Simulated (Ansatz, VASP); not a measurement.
# GaO in VASP and in Ansatz

```xyz
2
Lattice="2.8338 0.0000 0.0000 0.0000 2.8338 0.0000 0.0000 0.0000 2.8337" Properties=species:S:1:pos:R:3 pbc="T T T"
Ga    0.0000    0.0000    0.0000
O     1.4169    1.4169    1.4169
```

Change from the starting cell: species swapped into the CdPt type (P4/mmm, No. 123).

Alike in both runs: functional PBE; k mesh 20 × 20 × 20; occupations gaussian, width 0.1 eV; no spin polarisation.

Ansatz relaxed the structure, and its values are those at the end. VASP's run is a single point on that final structure, the one shown.

```csv
,VASP,Ansatz
version,VASP 6.6.1,Ansatz 0.2.0
potentials or method,"VASP PAW PBE potentials, release 64 (Ga_d, O), cutoff 520 eV","scalar-relativistic, plane waves, PAW"
valence electrons in the cell,19,19
```

|  | VASP | Ansatz | Ansatz less VASP |
| --- | --- | --- | --- |
| gap on the k mesh at the Fermi level (eV) | none | none | - |
| pressure (GPa) | 0.3 | 0.0 | -0.26 |

A gap of «none» marks a metal or a gap that the smearing closes. The functional is the same, so the differences come from potentials, cutoffs and numerics.
